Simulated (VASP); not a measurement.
# Si62C (a cell with a defect) in VASP: single point with PBE

Aim: the single point of Si62C (a cell with a defect) with PBE.

Program: VASP 6.6.1. These are calculated values, not measurements. Logs are shortened: lines on timing, memory, paths and dates and some standing lists are left out, and cuts for length are marked.

**1. The cell of the first run**

The cell holds a defect, 63 atoms: a = 10.860 Å, b = 10.860 Å, c = 10.860 Å, α = 90.00°, β = 90.00°, γ = 90.00°.

**2. Single point, PBE**

Contents of INCAR:

```
ALGO     = Normal         # electronic algorithm
EDIFF    = 1E-7           # SCF threshold, eV
ENCUT    = 520            # plane-wave cutoff, eV
GGA      = PE             # functional
ISIF     = 2              # what is computed and relaxed
ISMEAR   = -1             # smearing method
LASPH    = True           # aspherical terms in the spheres
LCHARG   = False          # write CHGCAR
LREAL    = Auto         
LWAVE    = False          # write WAVECAR
NBANDS   = 163            # bands
NELM     = 100            # most SCF steps
PREC     = Accurate       # precision mode
SIGMA    = 0.05           # smearing width, eV
```

Contents of KPOINTS:

```
k-points
0
Gamma
  1 1 1
```

Contents of POSCAR:

```
Si62C
1.0
   10.8600000000      0.0000000000      0.0000000000
    0.0000000000     10.8600000000      0.0000000000
    0.0000000000      0.0000000000     10.8600000000
Si C
62 1
Direct
    0.4984852670     -0.0002034991      0.0030727440
    0.6224848987      0.1217856354      0.1360171271
    0.7500479742      0.2429634438      0.0027602210
    0.8754292818      0.3752959484      0.1244553407
    0.7392336096     -0.0057544199      0.2649237569
    0.8738593923      0.1242290976      0.3767988029
   -0.0084574586     -0.0036275322     -0.0067821363
    0.1184969613      0.1192649171      0.1210730203
    0.2507994475      0.2441703499      0.0026534070
    0.3784546041      0.3562194291      0.1414694291
    0.4981415285      0.4899690608      0.0099622468
    0.6206418969      0.6322420810      0.1241780847
    0.7464239411      0.7542044199     -0.0033180479
    0.8696809392      0.8728262431      0.1301215470
    0.2464534991      0.0115799263      0.2558172192
    0.5020656538      0.2355230203      0.2864133517
    0.6331779006      0.3860742173      0.3723889503
    0.7520912523      0.5085673112      0.2423348987
    0.8780725599      0.6230121547      0.3760281768
    0.5776272560      0.1556653775      0.5731652855
    0.7528026703      0.2584910681      0.4966689687
    0.8825031308      0.3703117864      0.6298186004
    0.7236142726      0.0105140884      0.7245821363
    0.8649481584      0.1176440147      0.8619971455
    0.0006774401      0.4981712707     -0.0013549724
    0.1257753223      0.6220597606      0.1259621547
    0.2502776243      0.7501512891      0.0026781768
    0.3685963168      0.8829465009      0.1317827808
   -0.0007165746      0.2466686924      0.2489231123
    0.1396819521      0.3569715470      0.3759650092
    0.2498707182      0.4923077348      0.2490789134
    0.3726635359      0.6209293738      0.3732071823
    0.4942122468      0.7553126151      0.2549651013
    0.6030559853      0.8776054328      0.3986901473
   -0.0002220994     -0.0020808471      0.5000977901
    0.1406961326      0.1190598527      0.6160249540
    0.2896316759      0.2245659300      0.4843950276
    0.3710310313      0.3778957643      0.6231042357
    0.5008800184      0.4998594843      0.5000709945
    0.6286395948      0.6196423573      0.6296151013
    0.7457001842      0.7481978821      0.5001581952
    0.8669616943      0.8794742173      0.6257285451
    0.2632752302     -0.0074935543      0.7407794659
    0.3766989871      0.1232074586      0.8736064457
    0.4952765193      0.2555935543      0.7483441068
    0.6268987109      0.3710408840      0.8792446593
    0.7541166667      0.4946997238      0.7536011050
    0.8750172192      0.6259773481      0.8770638122
    0.0005969613      0.7485925414      0.2506452118
    0.1261375691      0.8773954880      0.3732365562
    0.0072645488      0.4902224678      0.4978978821
    0.1213228361      0.6264030387      0.6249376611
    0.2495828729      0.7482435543      0.4970500921
    0.3905273481      0.8646357274      0.6128798343
    0.0092656538      0.2401930018      0.7474602210
    0.1271159300      0.3714541436      0.8766068140
    0.2449592081      0.5008906998      0.7498441068
    0.3730739411      0.6181762431      0.8817819521
    0.5003201657      0.7422834254      0.7531602210
    0.6229793738      0.8808277164      0.8695962247
   -0.0049821363      0.7525807551      0.7482216390
    0.1276918969      0.8723290976      0.8715886740
    0.4564930939      0.1831642726      0.4468093923
```

Potentials or basis: VASP PAW PBE potentials, release 64 (Si, C).

Started as:

```bash
cat potpaw_PBE.64/Si/POTCAR potpaw_PBE.64/C/POTCAR > POTCAR
mpirun -np 1 vasp_gam > vasp.out
```

OUTCAR:

```text
EDIFF = 1E-7
   ENCUT = 520
   GGA = PE
   ISIF = 2
   ISMEAR = -1
   LASPH = True
   LREAL = Auto
   NELM = 100
   PREC = Accurate

 ion  position               nearest neighbor table
   1  0.498  1.000  0.003-  44 2.35  28 2.36  60 2.37   2 2.38
   2  0.622  0.122  0.136-   5 2.34   1 2.38   3 2.40  16 2.43
   3  0.750  0.243  0.003-  46 2.35   4 2.38   2 2.40  24 2.40
   4  0.875  0.375  0.124-  25 2.34  18 2.35  29 2.36   3 2.38
   5  0.739  0.994  0.265-   2 2.34   6 2.37  14 2.43  34 2.43
   6  0.874  0.124  0.377-  35 2.35  21 2.36  29 2.36   5 2.37
   7  0.992  0.996  0.993-   8 2.37  24 2.38  62 2.40  14 2.40
   8  0.118  0.119  0.121-  15 2.33  29 2.35   9 2.36   7 2.37
   9  0.251  0.244  0.003-   8 2.36  44 2.36  56 2.36  10 2.38
  10  0.378  0.356  0.141-  31 2.35   9 2.38  11 2.42  16 2.45
  11  0.498  0.490  0.010-  46 2.37  12 2.39  58 2.39  10 2.42
  12  0.621  0.632  0.124-  18 2.34  13 2.35  33 2.39  11 2.39
  13  0.746  0.754  0.997-  12 2.35  14 2.36  48 2.36  60 2.36
  14  0.870  0.873  0.130-  13 2.36  49 2.36   7 2.40   5 2.43
  15  0.246  0.012  0.256-   8 2.33  50 2.34  28 2.35
  16  0.502  0.236  0.286-  63 1.90  17 2.36   2 2.43  10 2.45
  17  0.633  0.386  0.372-  21 2.33  18 2.33  39 2.35  16 2.36
[... 34 lines left out ...]
  52  0.121  0.626  0.625-  57 2.35  61 2.36  53 2.37  51 2.37
  53  0.250  0.748  0.497-  32 2.35  54 2.35  50 2.36  52 2.37
  54  0.391  0.865  0.613-  59 2.35  53 2.35  43 2.40
  55  0.009  0.240  0.747-  22 2.35  56 2.37  24 2.40  36 2.41
  56  0.127  0.371  0.877-  57 2.35  25 2.35   9 2.36  55 2.37
  57  0.245  0.501  0.750-  52 2.35  56 2.35  38 2.36  58 2.37
  58  0.373  0.618  0.882-  27 2.36  57 2.37  59 2.38  11 2.39
  59  0.500  0.742  0.753-  54 2.35  40 2.35  60 2.37  58 2.38
  60  0.623  0.881  0.870-  13 2.36   1 2.37  59 2.37  23 2.38
  61  0.995  0.753  0.748-  48 2.36  52 2.36  62 2.36  42 2.37
  62  0.128  0.872  0.872-  27 2.36  61 2.36   7 2.40  43 2.43
  63  0.456  0.183  0.447-  16 1.90  37 1.91  20 1.92

  LATTYP: Found a simple cubic cell.
 ALAT       =    10.8600000000

  Lattice vectors:

 A1 = (  10.8600000000,   0.0000000000,   0.0000000000)
 A2 = (   0.0000000000,  10.8600000000,   0.0000000000)
 A3 = (   0.0000000000,   0.0000000000,  10.8600000000)

Analysis of symmetry for initial positions (statically):
=====================================================================
 Subroutine PRICEL returns:
 Original cell was already a primitive cell.

 Routine SETGRP: Setting up the symmetry group for a
 simple cubic supercell.

 Subroutine GETGRP returns: Found  1 space group operations
 (whereof  1 operations were pure point group operations)
 out of a pool of 48 trial point group operations.

[... 218 lines left out ...]
   ISIF   =      2    stress and relaxation
   ISYM   =      2    0-nonsym 1-usesym 2-fastsym
   POTIM  = 0.5000    time-step for ionic-motion
   TEBEG  =    0.0;   TEEND  =   0.0 temperature during run
   PSTRESS=    0.0 pullay stress
   NELECT =     252.0000    total number of electrons
   NUPDOWN=      -1.0000    fix difference up-down
   EMIN   =  10.00;   EMAX   =-10.00  energy-range for DOS
   EFERMI =   0.00;   METHOD = LEGACY
   ISMEAR =    -1;   SIGMA  =   0.05  broadening in eV -4-tet -1-fermi 0-gaus
   EFERMI_NEDOS =   21; number of points for ismear=-14 and -15
   IALGO  =     38    algorithm
   IMIX   =      4    mixing-type and parameters
     AMIX     =   0.40;   BMIX     =  1.00
     AMIX_MAG =   1.60;   BMIX_MAG =  1.00
  volume/ion in A,a.u.               =      20.33       137.20
  Fermi-wavevector in a.u.,A,eV,Ry     =   0.952164  1.799329 12.335269  0.906617
  Thomas-Fermi vector in A             =   2.080702
   LORBIT       =      0    0 simple, 1 ext, 2 COOP (PROOUT), +10 PAW based schemes
   GGA     = PE    functional components
   LHFCALC =     F    Hartree Fock is set to
   AEXX    =    0.0000 exact exchange contribution
   IVDW    =     0    specifies the selected vdW correction
   LEPSILON=     F    determine dielectric tensor
   LRPA    =     F    only Hartree local field effects (RPA)
 non-spin polarized calculation
  energy-cutoff  :      520.00
  volume of cell :     1280.82
 maximum number of plane-waves:     17229
 NGX is ok and might be reduce to    84
   NGX = 41   NGY = 41   NGZ = 41

 number of electron     251.9999999 magnetization

 Free energy of the ion-electron system (eV)
  ---------------------------------------------------
  ext. energy  EPLUGINS =         0.00000000
  ---------------------------------------------------
  free energy    TOTEN  =      -333.46233402 eV

  energy without entropy =     -333.37103764  energy(sigma->0) =     -333.41668583

 E-fermi :   5.7157     XC(G=0):  -9.3258

 val. band max:        5.6347767442   @ k =   0.0000   0.0000   0.0000
 cond. band min:       5.7969741182   @ k =   0.0000   0.0000   0.0000
 fundamental gap:      0.1621973740
 Fermi energy:         5.7157248052

 k-point     1 :       0.0000    0.0000    0.0000
  band No.  band energies     occupation
      1      -6.7547      2.00000
      2      -6.0746      2.00000
      3      -5.2130      2.00000
      4      -5.1751      2.00000
      5      -5.1625      2.00000
      6      -5.1422      2.00000
[... 130 lines left out ...]
    137       6.8526      0.00000
    138       6.8980      0.00000
 [bands above 138 left out]

------------------------ aborting loop because EDIFF is reached ----------------------------------------

  FORCE on cell =-STRESS in cart. coord.  units (eV):
  Direction    XX          YY          ZZ          XY          YZ          ZX
  --------------------------------------------------------------------------------------
  -------------------------------------------------------------------------------------
  Total       -1.6285401      7.3114372     -2.8667387      1.9018502     -0.8017923      2.4704698
  in kB       -2.0371339      9.1458455     -3.5859911      2.3790163     -1.0029586      3.0903001
  external PRESSURE =       1.1742402 kB  Pullay stress =       0.0000000 kB

 VOLUME and BASIS-vectors are now :
 -----------------------------------------------------------------------------
  energy-cutoff  :      520.00
  volume of cell :     1280.82
      direct lattice vectors                 reciprocal lattice vectors
    10.860000000  0.000000000  0.000000000     0.092081031  0.000000000  0.000000000
     0.000000000 10.860000000  0.000000000     0.000000000  0.092081031  0.000000000
     0.000000000  0.000000000 10.860000000     0.000000000  0.000000000  0.092081031

 POSITION                                       TOTAL-FORCE (eV/Angst)
 -----------------------------------------------------------------------------------
      5.41355     10.85779      0.03337         0.001973     -0.009304      0.002607
      6.76019      1.32259      1.47715        -0.027440     -0.009885      0.034801
      8.14552      2.63858      0.02998        -0.007372     -0.027456      0.029147
      9.50716      4.07571      1.35159         0.005690     -0.017111      0.004867
      8.02808     10.79751      2.87707         0.004204     -0.008923      0.005569
      9.49011      1.34913      4.09203         0.003585     -0.008617      0.001517
[... 55 lines left out ...]
      1.38673      9.47349      9.46545         0.009071     -0.009644     -0.000625
      4.95751      1.98916      4.85235        -0.176919      0.312637      0.038357
 -----------------------------------------------------------------------------------
    total drift:                               -0.007721      0.020668     -0.018238

  FREE ENERGIE OF THE ION-ELECTRON SYSTEM (eV)
  ---------------------------------------------------
  free  energy   TOTEN  =      -333.4623340176 eV

  energy  without entropy=     -333.3710376359  energy(sigma->0) =     -333.41668583
```

Wall time 13 min (1 thread of Intel Xeon 8259CL, shared host); peak memory 1 GiB.

Results:

```yaml
Free_energy: -333.4623 eV
Pressure: 0.1 GPa
Largest_force: 0.361 eV/Å
```

Forces on the atoms (eV/Å):
```
Si   0.002 -0.009  0.003
Si  -0.027 -0.010  0.035
Si  -0.007 -0.027  0.029
Si   0.006 -0.017  0.005
Si   0.004 -0.009  0.006
Si   0.004 -0.009  0.002
Si   0.010 -0.001  0.003
Si   0.015 -0.016  0.000
Si  -0.017 -0.007 -0.008
Si  -0.021  0.022 -0.032
Si   0.012 -0.008 -0.026
Si   0.021 -0.032 -0.024
Si   0.004 -0.004 -0.008
Si   0.007 -0.004 -0.007
Si   0.031 -0.027 -0.033
Si  -0.069  0.061 -0.031
Si  -0.013  0.008 -0.005
Si   0.010 -0.016 -0.003
Si   0.036 -0.037 -0.012
Si  -0.096  0.066 -0.043
Si  -0.026 -0.017 -0.023
Si  -0.018 -0.026 -0.010
Si  -0.012  0.011 -0.012
Si  -0.004 -0.019  0.012
Si  -0.004 -0.004  0.008
Si   0.000  0.005  0.000
Si   0.009 -0.006 -0.001
Si   0.014 -0.024 -0.014
Si   0.008 -0.021 -0.002
Si   0.009  0.002 -0.021
Si  -0.002  0.013 -0.005
Si   0.003 -0.009 -0.004
Si   0.009 -0.059 -0.043
Si   0.144 -0.205 -0.054
Si   0.013  0.004 -0.005
Si  -0.005  0.002  0.020
Si  -0.028  0.126  0.096
Si   0.003  0.068  0.062
Si   0.006  0.006  0.012
Si   0.020 -0.018  0.018
Si   0.067 -0.077  0.024
Si   0.010  0.015  0.002
Si   0.004  0.010  0.007
Si   0.004 -0.002  0.008
Si  -0.011  0.009  0.013
Si   0.014 -0.029  0.007
Si   0.003 -0.024  0.013
Si   0.008 -0.005 -0.002
Si   0.005  0.007  0.003
Si   0.016  0.008 -0.013
Si   0.009 -0.025  0.006
Si  -0.001  0.007  0.001
Si  -0.003 -0.003 -0.013
Si   0.004 -0.005 -0.003
Si  -0.021 -0.006  0.008
Si  -0.013  0.003 -0.001
Si  -0.018  0.033  0.029
Si   0.012  0.012 -0.002
Si   0.018  0.008 -0.003
Si   0.020  0.005 -0.003
Si  -0.003  0.004 -0.003
Si   0.009 -0.010 -0.001
C   -0.177  0.313  0.038
```

Stress tensor (GPa, compression positive):
```
-0.20  0.24  0.31
 0.24  0.91 -0.10
 0.31 -0.10 -0.36
```

Levels at points of the mesh, in eV from the Fermi level:
```tsv
k point	band 123	band 124	band 125	band 126	band 127	band 128	band 129	band 130
(0.00, 0.00, 0.00)	-0.72	-0.41	-0.39	-0.08	0.08	0.33	0.57	0.71
```

Caveat: the k points lie up to 0.58 Å⁻¹ apart.
